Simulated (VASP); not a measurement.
# Ti2O (P-3m1) in VASP: further runs, part 2 of 2

VASP 6.6.1.

**4. Relaxation of shape and atoms at fixed volume, PBEsol (volume scaled by 1.06)**

INCAR reads:

```
PREC = Accurate ; ENCUT = 600
EDIFF = 1E-6 ; ISMEAR = 0
SIGMA = 0.1 ; LREAL = F
LASPH = T ; NELM = 60
ALGO = Normal ; ISIF = 4
LWAVE = F ; LCHARG = F
GGA = PS ; IBRION = 2
NSW = 50 ; EDIFFG = -0.01
```

KPOINTS reads:

```
Automatic mesh
0
Gamma
  18 18 10
```

POSCAR reads:

```
Ti2O
1.0
    3.0128927320      0.0000000000      0.0000000000
   -1.5064463660      2.6092416447      0.0000000000
    0.0000000000      0.0000000000      4.8099071972
Ti O
2 1
Direct
    0.6666666667      0.3333333333      0.2613206515
    0.3333333333      0.6666666667      0.7386793485
    0.0000000000      0.0000000000      0.0000000000
```

Potentials or basis: VASP PAW PBE potentials, release 64 (Ti_sv, O).

Command:

```
$ cat potpaw_PBE.64/Ti_sv/POTCAR potpaw_PBE.64/O/POTCAR > POTCAR
$ mpirun -np 1 vasp_std > vasp.out
```

OUTCAR:

```text
PREC = Accurate
   ENCUT = 600
   EDIFF = 1E-6
   ISMEAR = 0
   LREAL = F
   LASPH = T
   NELM = 60
   ISIF = 4
   GGA = PS
   IBRION = 2
   NSW = 50
   EDIFFG = -0.01

 ion  position               nearest neighbor table
   1  0.667  0.333  0.261-   3 2.15   3 2.15   3 2.15   2 2.88   2 2.88   2 2.88
   2  0.333  0.667  0.739-   3 2.15   3 2.15   3 2.15   1 2.88   1 2.88   1 2.88
   3  0.000  0.000  0.000-   1 2.15   2 2.15   2 2.15   1 2.15   1 2.15   2 2.15

  LATTYP: Found a hexagonal cell.
 ALAT       =     3.0128927320
 C/A-ratio  =     1.5964415680

  Lattice vectors:

 A1 = (   3.0128927320,   0.0000000000,   0.0000000000)
 A2 = (  -1.5064463660,   2.6092416447,   0.0000000000)
 A3 = (   0.0000000000,   0.0000000000,   4.8099071972)
[... 293 lines left out ...]
  ext. energy  EPLUGINS =         0.00000000
  ---------------------------------------------------
  free energy    TOTEN  =       -27.55001327 eV

  energy without entropy =      -27.54446438  energy(sigma->0) =      -27.54723882

 E-fermi :   9.3354     XC(G=0): -12.2688

 val. band max:        9.3345170432   @ k =   0.1111  -0.0000   0.3000
 cond. band min:       9.3475015321   @ k =   0.0000   0.0000   0.0000
 fundamental gap:      0.0129844889
 Fermi energy:         9.3353669387

 k-point     1 :       0.0000    0.0000    0.0000
  band No.  band energies     occupation
      1     -47.7268      2.00000
      2     -47.6191      2.00000
      3     -24.4196      2.00000
      4     -23.8702      2.00000
      5     -23.8702      2.00000
      6     -23.7954      2.00000
[... 505 lines left out ...]
      6     -24.0220      2.00000
[... 11 lines left out ...]
     18      11.5989      0.00000
     19      11.8170      0.00000

 [... further k-points ...]

------------------------ aborting loop because EDIFF is reached ----------------------------------------

  FORCE on cell =-STRESS in cart. coord.  units (eV):
  Direction    XX          YY          ZZ          XY          YZ          ZX
  --------------------------------------------------------------------------------------
  -------------------------------------------------------------------------------------
  Total       -2.3439290     -2.3439290     -2.3513045      0.0000000      0.0000000      0.0000000
  in kB      -99.3162609    -99.3162609    -99.6287738      0.0000000      0.0000000      0.0000000
  external PRESSURE =     -99.4204318 kB  Pullay stress =       0.0000000 kB
[... 18 lines left out ...]
  FREE ENERGIE OF THE ION-ELECTRON SYSTEM (eV)
  ---------------------------------------------------
  free  energy   TOTEN  =       -27.5500132668 eV

  energy  without entropy=      -27.5444643781  energy(sigma->0) =      -27.54723882

 reached required accuracy - stopping structural energy minimisation
```

OSZICAR:

```text
N       E                     dE             d eps       ncg     rms          rms(c)
DAV:   1     0.358508036753E+03    0.35851E+03   -0.17226E+04 12540   0.216E+03
DAV:   2     0.179740871035E+02   -0.34053E+03   -0.33198E+03 12675   0.557E+02
[... 26 lines left out ...]
   3 F= -.27549996E+02 E0= -.27547221E+02  d E =-.102910E-03
       N       E                     dE             d eps       ncg     rms          rms(c)
DAV:   1    -0.275500326039E+02   -0.36235E-04   -0.72358E-03 13516   0.144E+00    0.743E-02
DAV:   2    -0.275500439493E+02   -0.11345E-04   -0.10837E-03 12995   0.315E-01    0.431E-02
DAV:   3    -0.275500130877E+02    0.30862E-04   -0.88016E-05 20161   0.105E-01    0.636E-03
DAV:   4    -0.275500132668E+02   -0.17913E-06   -0.83300E-06 15456   0.284E-02
   4 F= -.27550013E+02 E0= -.27547239E+02  d E =-.173477E-04
```

It took 7.9 min on 1 thread of Intel Xeon Platinum 8488C (Sapphire Rapids), shared host; peak memory 0.37 GiB.

Results:

```yaml
Free_energy: -27.5500 eV
Energy_gained_by_relaxing: 0.0 meV/atom
Ionic_steps: 4
Pressure_after_relaxing: -9.9 GPa
Band_gap_on_the_k_mesh: zero (band 15 reaches 9.74 eV, above the bottom of band 16 at 8.98 eV)
```

The path:
```tsv
step	energy change (eV)	largest force (eV/Å)	pressure (GPa)	volume (Å³)
1	0.0000	0.0347	-10.00	37.81
2	-0.0001	0.0152	-10.01	37.81
3	-0.0001	0.0008	-9.97	37.81
4	-0.0001	0.0011	-9.94	37.81
```

Final structure:
```
Ti O
1.0
     3.01393    0.00000    0.00000
    -1.50697    2.61014    0.00000
     0.00000    0.00000    4.80660
Ti O
2 1
Direct
  0.66667 0.33333 0.26060
  0.33333 0.66667 0.73940
  0.00000 0.00000 0.00000
```

Caveat: the cell differs from its parent crystal (volume scaled by 1.06); the PAW data sets were made with another functional, which shifts forces and pressure a little.

**5. Relaxation of shape and atoms at fixed volume, PBEsol (volume scaled by 1.10)**

INCAR reads:

```
SYSTEM = Ti2O
  ALGO = Normal
  EDIFF = 1E-6
  EDIFFG = -0.01
  ENCUT = 600
  GGA = PS
  IBRION = 2
  ISIF = 4
  ISMEAR = 0
  LASPH = .TRUE.
  LCHARG = .FALSE.
  LREAL = .FALSE.
  LWAVE = .FALSE.
  NELM = 60
  NSW = 50
  PREC = Accurate
  SIGMA = 0.1
```

KPOINTS reads:

```
k-points
0
G
  18 18 10
  0 0 0
```

POSCAR reads:

```
Ti2O
1.0
    3.0524591931      0.0000000000      0.0000000000
   -1.5262295966      2.6435072053      0.0000000000
    0.0000000000      0.0000000000      4.8628527937
Ti O
2 1
Direct
    0.6666666667      0.3333333333      0.2598527262
    0.3333333333      0.6666666667      0.7401472738
    0.0000000000      0.0000000000      0.0000000000
```

Command:

```
$ cat potpaw_PBE.64/Ti_sv/POTCAR potpaw_PBE.64/O/POTCAR > POTCAR
$ mpirun -np 1 vasp_std > vasp.out
```

Wall time 6.4 min (1 thread of Intel Xeon Platinum 8488C (Sapphire Rapids), shared host); peak memory 0.38 GiB.

The run converged. Its results:

- Free energy: -27.4400 eV
- Energy gained by relaxing: 0.1 meV/atom
- Ionic steps: 4
- Pressure after relaxing: -15.1 GPa
- Band gap on the k mesh: zero (band 15 reaches 9.31 eV, above the bottom of band 16 at 8.61 eV)

Step by step:
```tsv
step	energy change (eV)	largest force (eV/Å)	pressure (GPa)	volume (Å³)
1	0.0000	0.0597	-15.20	39.24
2	-0.0003	0.0296	-15.14	39.24
3	-0.0003	0.0014	-15.08	39.24
4	-0.0004	0.0017	-15.06	39.24
```

Final structure:
```cif
data_structure
_symmetry_space_group_name_H-M 'P 1'
_symmetry_Int_Tables_number 1
_cell_length_a 3.0540
_cell_length_b 3.0540
_cell_length_c 4.8578
_cell_angle_alpha 90.000
_cell_angle_beta 90.000
_cell_angle_gamma 120.000
_cell_volume 39.24
loop_
_atom_site_label
_atom_site_type_symbol
_atom_site_fract_x
_atom_site_fract_y
_atom_site_fract_z
_atom_site_occupancy
Ti1 Ti 0.66667 0.33333 0.25851 1
Ti2 Ti 0.33333 0.66667 0.74149 1
O1 O 0.00000 0.00000 0.00000 1
```

Levels at points of the mesh, in eV from the Fermi level:
```tsv
k point	band 13	band 14	band 15	band 16	band 17	band 18
(0.00, 0.00, 0.00)	-3.68	0.03	0.18	0.51	0.51	0.85
(0.50, 0.00, 0.00)	-2.37	-1.23	-0.59	1.20	1.53	2.47
(0.00, 0.00, 0.50)	-1.85	-1.35	0.05	0.05	1.11	1.78
(0.50, 0.00, 0.50)	-1.58	-1.15	-0.64	-0.05	1.01	2.26
```

Caveat: the cell differs from its parent crystal (volume scaled by 1.10); the PAW data sets were made with another functional, which shifts forces and pressure a little.

**6. Overview**

```csv
task,cell,k mesh,cutoff (eV),gap on the mesh (eV),pressure (GPa),largest force (eV/Å)
single point,"a = 3.042, b = 3.042, c = 4.639 Å, angles 90.0, 90.0, 120.0°, 3 atoms",24 × 24 × 12,520,none,-6.7,0.09
single point,"a = 3.042, b = 3.042, c = 4.865 Å, angles 90.0, 90.0, 120.0°, 3 atoms",24 × 24 × 12,520,none,-14.1,0.03
relaxation of shape and atoms at fixed volume,"relaxed from a = 3.013, b = 3.013, c = 4.810 Å, angles 90.0, 90.0, 120.0°, 3 atoms",18 × 18 × 10,600,none,-9.9,-
relaxation of shape and atoms at fixed volume,"relaxed from a = 3.052, b = 3.052, c = 4.863 Å, angles 90.0, 90.0, 120.0°, 3 atoms",18 × 18 × 10,600,none,-15.1,-
```

Alike in all rows: level PBEsol; potentials or basis VASP PAW PBE potentials, release 64 (Ti_sv, O); no spin polarisation; smearing gaussian 0.1 eV.

Caveats: the PAW data sets were made with another functional, which shifts forces and pressure a little.

Total energies depend on the potentials used, so only differences within one code and one set of settings carry meaning.
